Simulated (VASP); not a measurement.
# Sb (Im-3m) in VASP: notebook, part 2 of 2

VASP 6.6.1. The steps go on from the part before.

## (6) Single point, LDA

This run uses another cell than the first one, of 27.26 Å³/atom, 1.040 times its volume.

Contents of INCAR:

```
ALGO = Normal ; EDIFF = 1E-6
ENCUT = 520 ; ISIF = 2
ISMEAR = -1 ; LASPH = True
LCHARG = False ; LREAL = False
LWAVE = False ; NBANDS = 8
NELM = 60 ; PREC = Accurate
SIGMA = 0.05
```

Contents of KPOINTS:

```
k-points
0
Gamma
  10 10 10
```

Contents of POSCAR:

```
Sb
1.0
   -1.8959666167      1.8959666167      1.8959666167
    1.8959666167     -1.8959666167      1.8959666167
    1.8959666167      1.8959666167     -1.8959666167
Sb
1
Direct
    0.0000000000      0.0000000000      0.0000000000
```

Potentials or basis: VASP PAW LDA potentials, release 64 (Sb).

The run is started by

```bash
> cat potpaw_LDA.64/Sb/POTCAR > POTCAR
> mpirun -np 1 vasp_std > vasp.out
```

OUTCAR:

```text
EDIFF = 1E-6
   ENCUT = 520
   ISIF = 2
   ISMEAR = -1
   LASPH = True
   LREAL = False
   NELM = 60
   PREC = Accurate

 ion  position               nearest neighbor table
   1  0.000  0.000  0.000-

  LATTYP: Found a body centered cubic cell.
 ALAT       =     3.7919332334

  Lattice vectors:

 A1 = (  -1.8959666167,   1.8959666167,   1.8959666167)
 A2 = (   1.8959666167,  -1.8959666167,   1.8959666167)
 A3 = (   1.8959666167,   1.8959666167,  -1.8959666167)

Analysis of symmetry for initial positions (statically):
=====================================================================
 Subroutine PRICEL returns:
 Original cell was already a primitive cell.

 Routine SETGRP: Setting up the symmetry group for a
 body centered cubic supercell.

 Subroutine GETGRP returns: Found 48 space group operations
 (whereof 48 operations were pure point group operations)
 out of a pool of 48 trial point group operations.

The static configuration has the point symmetry O_h .

Analysis of symmetry for dynamics (positions and initial velocities):
=====================================================================
 Subroutine PRICEL returns:
 Original cell was already a primitive cell.

 Routine SETGRP: Setting up the symmetry group for a
 body centered cubic supercell.

 Subroutine GETGRP returns: Found 48 space group operations
 (whereof 48 operations were pure point group operations)
 out of a pool of 48 trial point group operations.

The dynamic configuration has the point symmetry O_h .

 Subroutine INISYM returns: Found 48 space group operations
 (whereof 48 operations are pure point group operations),
 and found     1 'primitive' translations

----------------------------------------------------------------------------------------

                                     Primitive cell

  volume of cell :      27.2616

  direct lattice vectors                    reciprocal lattice vectors
    -1.895966617  1.895966617  1.895966617     0.000000000  0.263717724  0.263717724
     1.895966617 -1.895966617  1.895966617     0.263717724  0.000000000  0.263717724
     1.895966617  1.895966617 -1.895966617     0.263717724  0.263717724  0.000000000

  length of vectors
     3.283910510  3.283910510  3.283910510     0.372953181  0.372953181  0.372953181

  position of ions in fractional coordinates (direct lattice)
     0.000000000  0.000000000  0.000000000

  ion indices of the primitive-cell ions
   primitive index   ion index
                 1           1

----------------------------------------------------------------------------------------

 KPOINTS: k-points

Automatic generation of k-mesh.
 Grid dimensions read from file:
 generate k-points for:   10   10   10

 Generating k-lattice:

  Cartesian coordinates                     Fractional coordinates (reciprocal lattice)
     0.000000000  0.026371772  0.026371772     0.100000000  0.000000000  0.000000000
     0.026371772  0.000000000  0.026371772     0.000000000  0.100000000  0.000000000
     0.026371772  0.026371772  0.000000000     0.000000000  0.000000000  0.100000000

  Length of vectors
     0.037295318  0.037295318  0.037295318

  Shift w.r.t. Gamma in fractional coordinates (k-lattice)
     0.000000000  0.000000000  0.000000000

 Subroutine IBZKPT returns following result:
 ===========================================

 Found     47 irreducible k-points:

 Following reciprocal coordinates:
            Coordinates               Weight
  0.000000  0.000000  0.000000      1.000000
  0.100000  0.000000  0.000000     12.000000
  0.200000  0.000000  0.000000     12.000000
  0.300000  0.000000  0.000000     12.000000
  0.400000  0.000000  0.000000     12.000000
  0.500000  0.000000  0.000000      6.000000
[... 16 lines left out ...]
  0.300000  0.300000  0.100000      8.000000
 -0.300000  0.300000  0.100000     24.000000
 [... further k-points ...]
   k-points           NKPTS =     47   k-points in BZ     NKDIM =     47   number of bands    NBANDS=      8
   number of dos      NEDOS =    301   number of ions     NIONS =      1
   total plane-waves  NPLWV =  13824
   dimension x,y,z NGX =    24 NGY =   24 NGZ =   24
   dimension x,y,z NGXF=    48 NGYF=   48 NGZF=   48
   ions per type =               1
   NGX,Y,Z   is equivalent  to a cutoff of  12.15, 12.15, 12.15 a.u.
   NGXF,Y,Z  is equivalent  to a cutoff of  24.30, 24.30, 24.30 a.u.
 SYSTEM =  unknown system
   PREC   = accura    normal or accurate (medium, high low for compatibility)
   ISTART =      0    job   : 0-new  1-cont  2-samecut
   ICHARG =      2    charge: 1-file 2-atom 10-const
   ISPIN  =      1    spin polarized calculation?
   LNONCOLLINEAR =      F non collinear calculations
   LSORBIT =      F    spin-orbit coupling
   LASPH  =      T    aspherical Exc in radial PAW
   ENCUT  =  520.0 eV  38.22 Ry    6.18 a.u.   6.11  6.11  6.11*2*pi/ulx,y,z
   NELM   =     60;   NELMIN=  2; NELMDL= -5     # of ELM steps
   EDIFF  = 0.1E-05   stopping-criterion for ELM
   LREAL  =      F    real-space projection
   EDIFFG = 0.1E-04   stopping-criterion for IOM
   NSW    =      0    number of steps for IOM
   IBRION =     -1    ionic relax: 0-MD 1-quasi-New 2-CG
   NFREE  =      0    steps in history (QN), initial steepest desc. (CG)
   ISIF   =      2    stress and relaxation
   ISYM   =      2    0-nonsym 1-usesym 2-fastsym
   POTIM  = 0.5000    time-step for ionic-motion
   TEBEG  =    0.0;   TEEND  =   0.0 temperature during run
   PSTRESS=    0.0 pullay stress
   NELECT =       5.0000    total number of electrons
   NUPDOWN=      -1.0000    fix difference up-down
   EMIN   =  10.00;   EMAX   =-10.00  energy-range for DOS
   EFERMI =   0.00;   METHOD = LEGACY
   ISMEAR =    -1;   SIGMA  =   0.05  broadening in eV -4-tet -1-fermi 0-gaus
   EFERMI_NEDOS =   21; number of points for ismear=-14 and -15
   IALGO  =     38    algorithm
   IMIX   =      4    mixing-type and parameters
     AMIX     =   0.40;   BMIX     =  1.00
     AMIX_MAG =   1.60;   BMIX_MAG =  1.00
  volume/ion in A,a.u.               =      27.26       183.97
  Fermi-wavevector in a.u.,A,eV,Ry     =   0.930138  1.757706 11.771177  0.865157
  Thomas-Fermi vector in A             =   2.056495
   LORBIT       =      0    0 simple, 1 ext, 2 COOP (PROOUT), +10 PAW based schemes
   GGA     = CA    functional components
   LHFCALC =     F    Hartree Fock is set to
   AEXX    =    0.0000 exact exchange contribution
   IVDW    =     0    specifies the selected vdW correction
   LEPSILON=     F    determine dielectric tensor
   LRPA    =     F    only Hartree local field effects (RPA)
 non-spin polarized calculation
  energy-cutoff  :      520.00
  volume of cell :       27.26
 maximum number of plane-waves:       751
   NGX = 13   NGY = 13   NGZ = 13

 number of electron       5.0000000 magnetization

 Free energy of the ion-electron system (eV)
  ---------------------------------------------------
  ext. energy  EPLUGINS =         0.00000000
  ---------------------------------------------------
  free energy    TOTEN  =        -4.59718562 eV

  energy without entropy =       -4.58844213  energy(sigma->0) =       -4.59281388

 E-fermi :   8.1499     XC(G=0): -10.3162

 val. band max:        8.1226043757   @ k =   0.5000   0.5000   0.3000
 cond. band min:       8.1514748209   @ k =  -0.3000   0.4000   0.1000
 fundamental gap:      0.0288704452
 Fermi energy:         8.1499024966

 k-point     1 :       0.0000    0.0000    0.0000
  band No.  band energies     occupation
      1      -4.5907      2.00000
      2      13.4666      0.00000
      3      13.4666      0.00000
      4      13.4666      0.00000
      5      18.4359      0.00000
      6      18.4359      0.00000
      7      18.4359      0.00000
      8      20.0225      0.00000

 k-point     2 :       0.1000    0.0000    0.0000
  band No.  band energies     occupation
      1      -4.3847      2.00000
      2      12.0051      0.00000
      3      12.8569      0.00000
      4      13.3027      0.00000
      5      17.5231      0.00000
      6      17.5537      0.00000
      7      19.2448      0.00000
      8      19.2535      0.00000
[... 221 lines left out ...]
 k-point    23 :       0.3000    0.3000    0.1000
  band No.  band energies     occupation
      1       0.1256      2.00000
      2       4.6905      2.00000
      3       4.6905      2.00000
      4       8.3317      0.05139
      5      19.2113      0.00000
      6      21.1075      0.00000
      7      21.1075      0.00000
      8      23.2118      0.00000

 k-point    24 :      -0.3000    0.3000    0.1000
  band No.  band energies     occupation
      1      -2.5773      2.00000
      2       6.5282      2.00000
      3      10.0729      0.00000
      4      11.3898      0.00000
      5      15.7008      0.00000
      6      16.5940      0.00000
      7      17.7938      0.00000
      8      22.4458      0.00000

 [... further k-points ...]
[... 5 lines left out ...]
  --------------------------------------------------------------------------------------
  -------------------------------------------------------------------------------------
  Total       -0.5977944     -0.5977944     -0.5977944      0.0000000     -0.0000000      0.0000000
  in kB      -35.1326056    -35.1326056    -35.1326056      0.0000000     -0.0000000      0.0000000
  external PRESSURE =     -35.1326056 kB  Pullay stress =       0.0000000 kB

 VOLUME and BASIS-vectors are now :
 -----------------------------------------------------------------------------
  energy-cutoff  :      520.00
  volume of cell :       27.26
      direct lattice vectors                 reciprocal lattice vectors
    -1.895966617  1.895966617  1.895966617     0.000000000  0.263717724  0.263717724
     1.895966617 -1.895966617  1.895966617     0.263717724  0.000000000  0.263717724
     1.895966617  1.895966617 -1.895966617     0.263717724  0.263717724  0.000000000

 POSITION                                       TOTAL-FORCE (eV/Angst)
 -----------------------------------------------------------------------------------
      0.00000      0.00000      0.00000         0.000000     -0.000000      0.000000
 -----------------------------------------------------------------------------------
    total drift:                                0.000000      0.000000      0.000000

  FREE ENERGIE OF THE ION-ELECTRON SYSTEM (eV)
  ---------------------------------------------------
  free  energy   TOTEN  =        -4.5971856248 eV

  energy  without entropy=       -4.5884421260  energy(sigma->0) =       -4.59281388
```

OSZICAR:

```text
N       E                     dE             d eps       ncg     rms          rms(c)
DAV:   1     0.465133361212E+01    0.46513E+01   -0.16330E+03   752   0.412E+02
DAV:   2    -0.449513693896E+01   -0.91465E+01   -0.89694E+01  1080   0.537E+01
DAV:   3    -0.460308169175E+01   -0.10794E+00   -0.10780E+00   896   0.647E+00
DAV:   4    -0.460341910799E+01   -0.33742E-03   -0.33741E-03  1088   0.452E-01
DAV:   5    -0.460342021768E+01   -0.11097E-05   -0.11108E-05  1000   0.169E-02    0.178E+00
DAV:   6    -0.459931888504E+01    0.41013E-02   -0.21117E-03   904   0.202E-01    0.102E+00
DAV:   7    -0.459719237311E+01    0.21265E-02   -0.39658E-03   944   0.277E-01    0.399E-02
DAV:   8    -0.459718554797E+01    0.68251E-05   -0.43948E-05   920   0.512E-02    0.520E-03
DAV:   9    -0.459718562478E+01   -0.76808E-07   -0.30602E-07  1160   0.472E-03
   1 F= -.45971856E+01 E0= -.45928139E+01  d E =-.874350E-02
```

stdout:

```text
POSCAR found type information on POSCAR Sb
 POSCAR found :  1 types and       1 ions
 scaLAPACK will be used
 LDA part: xc-table for (Slater(with rela. corr.)+CA(PZ))
 , standard interpolation
 POSCAR, INCAR and KPOINTS ok, starting setup
 FFT: planning ... GRIDC
 FFT: planning ... GRID_SOFT
 FFT: planning ... GRID
 WAVECAR not read
 entering main loop
```

It took 4.4 s on 1 thread of Intel Xeon 6975P-C, shared host; peak memory 0.12 GiB.

Results:

```
Free energy : -4.5972 eV
Pressure    : -3.5 GPa
```

Levels at points of the mesh, in eV from the Fermi level:
| k point | band 1 | band 2 | band 3 | band 4 | band 5 | band 6 | band 7 |
| --- | --- | --- | --- | --- | --- | --- | --- |
| (0.00, 0.00, 0.00) | -12.74 | 5.32 | 5.32 | 5.32 | 10.29 | 10.29 | 10.29 |
| (0.50, 0.00, 0.00) | -8.82 | -5.46 | 1.64 | 3.67 | 6.38 | 6.90 | 13.69 |
| (0.50, 0.50, 0.50) | -5.73 | -1.95 | -1.95 | -1.95 | 3.08 | 3.08 | 16.40 |

Caveat: spin-orbit coupling is left out, which moves the levels of the heavy elements.

## (7) Summary

```csv
level,potentials or basis,cell,k mesh,gap on the mesh (eV),pressure (GPa)
PBEsol,"VASP PAW PBE potentials, release 64 (Sb)","a = 3.241 Å, angles 109.5°, 1 atom",8 × 8 × 8,none,-1.0
LDA,"VASP PAW LDA potentials, release 64 (Sb)","a = 3.175 Å, angles 109.5°, 1 atom",10 × 10 × 10,none,3.5
LDA,"VASP PAW LDA potentials, release 64 (Sb)","a = 3.197 Å, angles 109.5°, 1 atom",10 × 10 × 10,none,1.8
LDA,"VASP PAW LDA potentials, release 64 (Sb)","a = 3.263 Å, angles 109.5°, 1 atom",10 × 10 × 10,none,-2.4
LDA,"VASP PAW LDA potentials, release 64 (Sb)","a = 3.284 Å, angles 109.5°, 1 atom",10 × 10 × 10,none,-3.5
```

Alike in all rows: task single point; no spin polarisation; cutoff (eV) 520; smearing fermi-dirac 0.05 eV.

Caveats: spin-orbit coupling is left out, which moves the levels of the heavy elements; the PAW data sets were made with another functional, which shifts forces and pressure a little (some runs).

Total energies depend on the potentials used, so only differences within one code and one set of settings carry meaning.
